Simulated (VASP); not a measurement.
# Br (Cmce) in VASP: a series of runs

The runs below take Br through single point, with PBE.

Program: VASP 6.6.1. These are calculated values, not measurements. Logs are shortened: lines on timing, memory, paths and dates and some standing lists are left out, and cuts for length are marked.

## (1) The cell of the first run

It takes space group Cmce (No. 64, orthorhombic). Conventional cell: a = 5.376 Å, b = 3.544 Å, c = 7.936 Å, α = 90.00°, β = 90.00°, γ = 90.00°. Within 3.1 Å of Br (site symmetry m) lie 4 Br at 2.38 to 2.93 Å.

## (2) Single point, PBE

INCAR reads:

```
ALGO = Normal
EDIFF = 1E-6
ENCUT = 520
GGA = PE
ISIF = 2
ISMEAR = -1
LASPH = True
LCHARG = False
LREAL = False
LWAVE = False
NBANDS = 22
NELM = 80
PREC = Accurate
SIGMA = 0.05
```

KPOINTS reads:

```
k-points
0
Gamma
  7 7 3
```

POSCAR reads:

```
Br
1.0
    2.6878551398     -1.7719177332      0.0000000000
    2.6878551398      1.7719177332      0.0000000000
    0.0000000000      0.0000000000      7.9362245680
Br
4
Direct
    0.3077989610      0.6922010390      0.3769999219
    0.1922010390      0.8077989610      0.8769999219
    0.6922010390      0.3077989610      0.6230000781
    0.8077989610      0.1922010390      0.1230000781
```

Potentials or basis: VASP PAW PBE potentials, release 64 (Br).

Command:

```bash
$ cat potpaw_PBE.64/Br/POTCAR > POTCAR
$ mpirun -np 1 vasp_std > vasp.out
```

OUTCAR:

```text
EDIFF = 1E-6
   ENCUT = 520
   GGA = PE
   ISIF = 2
   ISMEAR = -1
   LASPH = True
   LREAL = False
   NELM = 80
   PREC = Accurate

 ion  position               nearest neighbor table
   1  0.308  0.692  0.377-   3 2.38   4 2.68   4 2.68
   2  0.192  0.808  0.877-   4 2.38   3 2.68   3 2.68
   3  0.692  0.308  0.623-   1 2.38   2 2.68   2 2.68
   4  0.808  0.192  0.123-   2 2.38   1 2.68   1 2.68

  LATTYP: Found a base centered orthorhombic cell.
 ALAT       =     3.5438354664
 B/A-ratio  =     1.5169186974
 C/A-ratio  =     2.2394449864

  Lattice vectors:

 A1 = (  -2.6878551398,  -1.7719177332,   0.0000000000)
 A2 = (   2.6878551398,  -1.7719177332,   0.0000000000)
 A3 = (   0.0000000000,   0.0000000000,   7.9362245680)

Analysis of symmetry for initial positions (statically):
=====================================================================
 Subroutine PRICEL returns:
 Original cell was already a primitive cell.

 Routine SETGRP: Setting up the symmetry group for a
 base centered orthorhombic supercell.

 Subroutine GETGRP returns: Found  8 space group operations
 (whereof  4 operations were pure point group operations)
 out of a pool of  8 trial point group operations.

The static configuration has the point symmetry C_2h.
 The point group associated with its full space group is D_2h.

Analysis of symmetry for dynamics (positions and initial velocities):
=====================================================================
 Subroutine PRICEL returns:
 Original cell was already a primitive cell.

 Routine SETGRP: Setting up the symmetry group for a
 base centered orthorhombic supercell.

 Subroutine GETGRP returns: Found  8 space group operations
 (whereof  4 operations were pure point group operations)
 out of a pool of  8 trial point group operations.

The dynamic configuration has the point symmetry C_2h.
 The point group associated with its full space group is D_2h.

 Subroutine INISYM returns: Found  8 space group operations
 (whereof  4 operations are pure point group operations),
 and found     1 'primitive' translations

----------------------------------------------------------------------------------------

                                     Primitive cell

  volume of cell :      75.5950

  direct lattice vectors                    reciprocal lattice vectors
     2.687855140 -1.771917733  0.000000000     0.186021930 -0.282180143  0.000000000
     2.687855140  1.771917733  0.000000000     0.186021930  0.282180143  0.000000000
     0.000000000  0.000000000  7.936224568     0.000000000  0.000000000  0.126004499

  length of vectors
     3.219356722  3.219356722  7.936224568     0.337978981  0.337978981  0.126004499

  position of ions in fractional coordinates (direct lattice)
     0.307798961  0.692201039  0.376999922
     0.192201039  0.807798961  0.876999922
     0.692201039  0.307798961  0.623000078
     0.807798961  0.192201039  0.123000078

  ion indices of the primitive-cell ions
   primitive index   ion index
                 1           1
                 2           2
                 3           3
                 4           4

----------------------------------------------------------------------------------------

 KPOINTS: k-points

Automatic generation of k-mesh.
 Grid dimensions read from file:
 generate k-points for:    7    7    3

 Generating k-lattice:

  Cartesian coordinates                     Fractional coordinates (reciprocal lattice)
     0.026574561 -0.040311449  0.000000000     0.142857143  0.000000000  0.000000000
     0.026574561  0.040311449  0.000000000     0.000000000  0.142857143  0.000000000
     0.000000000  0.000000000  0.042001500     0.000000000  0.000000000  0.333333333

  Length of vectors
     0.048282712  0.048282712  0.042001500

  Shift w.r.t. Gamma in fractional coordinates (k-lattice)
     0.000000000  0.000000000  0.000000000

 Subroutine IBZKPT returns following result:
 ===========================================

 Found     32 irreducible k-points:

 Following reciprocal coordinates:
            Coordinates               Weight
  0.000000  0.000000  0.000000      1.000000
  0.142857  0.000000  0.000000      4.000000
  0.285714 -0.000000  0.000000      4.000000
  0.428571  0.000000  0.000000      4.000000
  0.142857  0.142857  0.000000      2.000000
  0.285714  0.142857  0.000000      4.000000
[... 16 lines left out ...]
  0.428571  0.142857  0.333333      8.000000
 -0.428571  0.142857  0.333333      8.000000
 [... further k-points ...]
   k-points           NKPTS =     32   k-points in BZ     NKDIM =     32   number of bands    NBANDS=     22
   number of dos      NEDOS =    301   number of ions     NIONS =      4
   total plane-waves  NPLWV =  34560
   dimension x,y,z NGX =    24 NGY =   24 NGZ =   60
   dimension x,y,z NGXF=    48 NGYF=   48 NGZF=  120
   ions per type =               4
   NGX,Y,Z   is equivalent  to a cutoff of  12.39, 12.39, 12.57 a.u.
   NGXF,Y,Z  is equivalent  to a cutoff of  24.79, 24.79, 25.14 a.u.
 SYSTEM =  unknown system
   PREC   = accura    normal or accurate (medium, high low for compatibility)
   ISTART =      0    job   : 0-new  1-cont  2-samecut
   ICHARG =      2    charge: 1-file 2-atom 10-const
   ISPIN  =      1    spin polarized calculation?
   LNONCOLLINEAR =      F non collinear calculations
   LSORBIT =      F    spin-orbit coupling
   LASPH  =      T    aspherical Exc in radial PAW
   ENCUT  =  520.0 eV  38.22 Ry    6.18 a.u.   5.99  5.99 14.76*2*pi/ulx,y,z
   NELM   =     80;   NELMIN=  2; NELMDL= -5     # of ELM steps
   EDIFF  = 0.1E-05   stopping-criterion for ELM
   LREAL  =      F    real-space projection
   EDIFFG = 0.1E-04   stopping-criterion for IOM
   NSW    =      0    number of steps for IOM
   IBRION =     -1    ionic relax: 0-MD 1-quasi-New 2-CG
   NFREE  =      0    steps in history (QN), initial steepest desc. (CG)
   ISIF   =      2    stress and relaxation
   ISYM   =      2    0-nonsym 1-usesym 2-fastsym
   POTIM  = 0.5000    time-step for ionic-motion
   TEBEG  =    0.0;   TEEND  =   0.0 temperature during run
   PSTRESS=    0.0 pullay stress
   NELECT =      28.0000    total number of electrons
   NUPDOWN=      -1.0000    fix difference up-down
   EMIN   =  10.00;   EMAX   =-10.00  energy-range for DOS
   EFERMI =   0.00;   METHOD = LEGACY
   ISMEAR =    -1;   SIGMA  =   0.05  broadening in eV -4-tet -1-fermi 0-gaus
   EFERMI_NEDOS =   21; number of points for ismear=-14 and -15
   IALGO  =     38    algorithm
   IMIX   =      4    mixing-type and parameters
     AMIX     =   0.40;   BMIX     =  1.00
     AMIX_MAG =   1.60;   BMIX_MAG =  1.00
  volume/ion in A,a.u.               =      18.90       127.54
  Fermi-wavevector in a.u.,A,eV,Ry     =   1.175700  2.221750 18.806921  1.382270
  Thomas-Fermi vector in A             =   2.312076
   LORBIT       =      0    0 simple, 1 ext, 2 COOP (PROOUT), +10 PAW based schemes
   GGA     = PE    functional components
   LHFCALC =     F    Hartree Fock is set to
   AEXX    =    0.0000 exact exchange contribution
   IVDW    =     0    specifies the selected vdW correction
   LEPSILON=     F    determine dielectric tensor
   LRPA    =     F    only Hartree local field effects (RPA)
 non-spin polarized calculation
  energy-cutoff  :      520.00
  volume of cell :       75.60
 maximum number of plane-waves:      2064
   NGX = 11   NGY = 11   NGZ = 29

 number of electron      27.9999997 magnetization

 Free energy of the ion-electron system (eV)
  ---------------------------------------------------
  ext. energy  EPLUGINS =         0.00000000
  ---------------------------------------------------
  free energy    TOTEN  =        -3.51173746 eV

  energy without entropy =       -3.51136707  energy(sigma->0) =       -3.51155227

 E-fermi :   6.1773     XC(G=0): -10.8265

 val. band max:        5.9003216794   @ k =  -0.2857   0.1429   0.3333
 cond. band min:       6.4171309969   @ k =   0.4286   0.4286   0.3333
 fundamental gap:      0.5168093175
 Fermi energy:         6.1772710609

 k-point     1 :       0.0000    0.0000    0.0000
  band No.  band energies     occupation
      1     -12.7419      2.00000
      2     -11.1089      2.00000
      3     -10.4946      2.00000
      4      -7.2263      2.00000
      5      -1.5120      2.00000
      6       1.9099      2.00000
[... 14 lines left out ...]
     21      15.0229      0.00000
     22      15.4402      0.00000

 k-point     2 :       0.1429    0.0000    0.0000
  band No.  band energies     occupation
      1     -12.5015      2.00000
      2     -10.9361      2.00000
      3     -10.2974      2.00000
      4      -7.3462      2.00000
      5      -1.3266      2.00000
      6       1.4228      2.00000
[... 14 lines left out ...]
     21      14.9390      0.00000
     22      15.3413      0.00000

 k-point     3 :       0.2857   -0.0000    0.0000
  band No.  band energies     occupation
      1     -11.8231      2.00000
      2     -10.5225      2.00000
      3      -9.7780      2.00000
      4      -7.8051      2.00000
      5      -1.2665      2.00000
      6      -0.4563      2.00000
[... 14 lines left out ...]
     21      15.8900      0.00000
     22      17.5130      0.00000

 k-point     4 :       0.4286    0.0000    0.0000
  band No.  band energies     occupation
      1     -10.8943      2.00000
      2     -10.3023      2.00000
      3      -9.1645      2.00000
      4      -8.5536      2.00000
      5      -2.0199      2.00000
      6      -1.8607      2.00000
[... 14 lines left out ...]
     21      16.7717      0.00000
     22      17.0505      0.00000

 k-point     5 :       0.1429    0.1429    0.0000
  band No.  band energies     occupation
      1     -12.4977      2.00000
      2     -10.8988      2.00000
      3     -10.2724      2.00000
      4      -7.1396      2.00000
      5      -1.2980      2.00000
      6       1.5922      2.00000
[... 417 lines left out ...]
 k-point    22 :       0.2857    0.1429    0.3333
  band No.  band energies     occupation
      1     -11.8440      2.00000
      2     -11.2534      2.00000
      3      -8.9684      2.00000
      4      -7.8110      2.00000
      5      -0.7504      2.00000
      6      -0.0307      2.00000
[... 14 lines left out ...]
     21      15.2964      0.00000
     22      16.0771      0.00000

 k-point    23 :       0.4286    0.1429    0.3333
  band No.  band energies     occupation
      1     -11.1004      2.00000
      2     -10.6316      2.00000
      3      -8.8115      2.00000
      4      -8.1693      2.00000
      5      -1.4971      2.00000
      6      -0.8243      2.00000
[... 14 lines left out ...]
     21      15.4534      0.00000
     22      16.3362      0.00000

 k-point    24 :      -0.4286    0.1429    0.3333
  band No.  band energies     occupation
      1     -10.4509      2.00000
      2     -10.3793      2.00000
      3      -8.8536      2.00000
      4      -8.7854      2.00000
      5      -1.5206      2.00000
      6      -1.3600      2.00000
[... 14 lines left out ...]
     21      17.1051      0.00000
     22      17.2699      0.00000

 [... further k-points ...]
[... 5 lines left out ...]
  --------------------------------------------------------------------------------------
  -------------------------------------------------------------------------------------
  Total       14.1627892     14.1776289     14.1894784      0.0000000     -0.0000000      0.0000000
  in kB      300.1691227    300.4836388    300.7347802      0.0000000     -0.0000000      0.0000000
  external PRESSURE =     300.4625139 kB  Pullay stress =       0.0000000 kB

 VOLUME and BASIS-vectors are now :
 -----------------------------------------------------------------------------
  energy-cutoff  :      520.00
  volume of cell :       75.60
      direct lattice vectors                 reciprocal lattice vectors
     2.687855140 -1.771917733  0.000000000     0.186021930 -0.282180143  0.000000000
     2.687855140  1.771917733  0.000000000     0.186021930  0.282180143  0.000000000
     0.000000000  0.000000000  7.936224568     0.000000000  0.000000000  0.126004499

 POSITION                                       TOTAL-FORCE (eV/Angst)
 -----------------------------------------------------------------------------------
      2.68786      0.68113      2.99196         0.000000      0.002627     -0.003713
      2.68786      1.09079      6.96007         0.000000     -0.002627     -0.003713
      2.68786     -0.68113      4.94427         0.000000     -0.002627      0.003713
      2.68786     -1.09079      0.97616         0.000000      0.002627      0.003713
 -----------------------------------------------------------------------------------
    total drift:                               -0.000000      0.000000      0.000000

  FREE ENERGIE OF THE ION-ELECTRON SYSTEM (eV)
  ---------------------------------------------------
  free  energy   TOTEN  =        -3.5117374638 eV

  energy  without entropy=       -3.5113670741  energy(sigma->0) =       -3.51155227
```

Run time: 24 s. Hardware: 1 thread of Oxide Virtual Turin-like, shared host; peak memory 0.16 GiB.

What came out:

| Property | Result |
| --- | --- |
| Free energy | -3.5117 eV |
| Pressure | 30.0 GPa |
| Largest force | 0.005 eV/Å |
| Band gap on the k mesh | 0.52 eV, indirect (least direct gap 1.24 eV) |

Forces on the atoms (eV/Å):
```
Br   0.000  0.003 -0.004
Br   0.000 -0.003 -0.004
Br   0.000 -0.003  0.004
Br   0.000  0.003  0.004
```

A k mesh can miss the band edges.

## (3) Single point, PBE

This run uses another cell than the first one, of 20.60 Å³/atom, 1.090 times its volume.

INCAR reads:

```
PREC = Accurate
ENCUT = 520
EDIFF = 1E-7
ISMEAR = -1
SIGMA = 0.05
LREAL = False
LASPH = True
NELM = 60
ALGO = Normal
ISIF = 2
LWAVE = False
LCHARG = False
GGA = PE
NBANDS = 22
```

KPOINTS reads:

```
regular mesh
0
Gamma
  7 7 3
```

POSCAR reads:

```
Br
1.0
    2.7967404730     -1.8254853585      0.0000000000
    2.7967404730      1.8254853585      0.0000000000
    0.0000000000      0.0000000000      8.0695033452
Br
4
Direct
    0.3159490804      0.6840509196      0.3775763868
    0.1840509196      0.8159490804      0.8775763868
    0.6840509196      0.3159490804      0.6224236132
    0.8159490804      0.1840509196      0.1224236132
```

Potentials or basis: VASP PAW PBE potentials, release 64 (Br).

Command:

```bash
$ cat potpaw_PBE.64/Br/POTCAR > POTCAR
$ mpirun -np 1 vasp_std > vasp.out
```

Wall time 34 s (1 thread of Oxide Virtual Turin-like, shared host); peak memory 0.18 GiB.

The run converged. Its results:

```
Free energy            : -4.5593 eV
Pressure               : 20.0 GPa
Largest force          : 0.010 eV/Å
Band gap on the k mesh : 0.77 eV, indirect (least direct gap 1.41 eV)
```

Forces in eV/Å, atoms in the order of the input:
```
Br   0.000  0.010 -0.003
Br   0.000 -0.010 -0.003
Br   0.000 -0.010  0.003
Br   0.000  0.010  0.003
```

Levels at points of the mesh, in eV from the valence-band top:
```csv
k point,band 11,band 12,band 13,band 14,band 15,band 16,band 17,band 18
"(0.00, 0.00, 0.00)",-0.94,-0.69,-0.12,-0.06,1.67,2.68,5.36,7.52
```

## (4) Single point, PBE

This run uses another cell than the first one, of 23.51 Å³/atom, 1.244 times its volume.

Edit INCAR of step 3 so:

```diff
@@ -2,3 +2,3 @@
 ENCUT = 520
-EDIFF = 1E-7
+EDIFF = 1E-6
 ISMEAR = -1
@@ -7,3 +7,3 @@
 LASPH = True
-NELM = 60
+NELM = 80
 ALGO = Normal
```

KPOINTS is that of step 3.

POSCAR reads:

```
Br
1.0
    2.9841064199     -1.9090308663      0.0000000000
    2.9841064199      1.9090308663      0.0000000000
    0.0000000000      0.0000000000      8.2529892713
Br
4
Direct
    0.3272519077      0.6727480923      0.3785875715
    0.1727480923      0.8272519077      0.8785875715
    0.6727480923      0.3272519077      0.6214124285
    0.8272519077      0.1727480923      0.1214124285
```

Command:

```bash
$ cat potpaw_PBE.64/Br/POTCAR > POTCAR
$ mpirun -np 1 vasp_std > vasp.out
```

Wall time 41 s (1 thread of Oxide Virtual Turin-like, shared host); peak memory 0.19 GiB.

Results (log left out):

```yaml
Free_energy: -5.6079 eV
Pressure: 10.0 GPa
Largest_force: 0.004 eV/Å
Band_gap_on_the_k_mesh: 1.05 eV, indirect (least direct gap 1.48 eV)
```

Forces on the atoms (eV/Å):
```
Br   0.000  0.003 -0.003
Br   0.000 -0.003 -0.003
Br   0.000 -0.003  0.003
Br   0.000  0.003  0.003
```

Levels at points of the mesh, in eV from the valence-band top:
```
           k point  band 10  band 11  band 12  band 13  band 14  band 15  band 16  band 17  band 18  band 19
(0.00, 0.00, 0.00)    -1.21    -1.03    -0.91    -0.19     0.00     1.54     2.52     5.94     7.02     7.29
```

## (5) Single point, PBE

This run uses another cell than the first one, of 26.36 Å³/atom, 1.395 times its volume.

INCAR reads:

```
ALGO = Normal ; EDIFF = 1E-6
ENCUT = 520 ; GGA = PE
ISIF = 2 ; ISMEAR = -1
LASPH = T ; LCHARG = F
LREAL = F ; LWAVE = F
NBANDS = 22 ; NELM = 100
PREC = Accurate ; SIGMA = 0.05
```

KPOINTS reads:

```
k-points
0
Gamma
  7 7 3
```

POSCAR reads:

```
Br
1.0
    3.1721564130     -1.9794425879      0.0000000000
    3.1721564130      1.9794425879      0.0000000000
    0.0000000000      0.0000000000      8.3954843520
Br
4
Direct
    0.3367626272      0.6632373728      0.3794922849
    0.1632373728      0.8367626272      0.8794922849
    0.6632373728      0.3367626272      0.6205077151
    0.8367626272      0.1632373728      0.1205077151
```

Command:

```bash
$ cat potpaw_PBE.64/Br/POTCAR > POTCAR
$ mpirun -np 1 vasp_std > vasp.out
```

It took 34 s on 1 thread of Oxide Virtual Turin-like, shared host; peak memory 0.19 GiB.

Results (log left out):

```yaml
Free_energy: -6.1222 eV
Pressure: 5.0 GPa
Largest_force: 0.003 eV/Å
Band_gap_on_the_k_mesh: 1.19 eV, indirect (least direct gap 1.43 eV)
```

Forces in eV/Å, atoms in the order of the input:
```
Br   0.000  0.003 -0.002
Br   0.000 -0.003 -0.002
Br   0.000 -0.003  0.002
Br   0.000  0.003  0.002
```

Levels at points of the mesh, in eV from the valence-band top:
```csv
k point,band 10,band 11,band 12,band 13,band 14,band 15,band 16,band 17,band 18,band 19
"(0.00, 0.00, 0.00)",-1.48,-1.13,-0.83,-0.30,0.00,1.43,2.39,6.34,6.50,7.05
```

(Continued in part 2 of 2.)
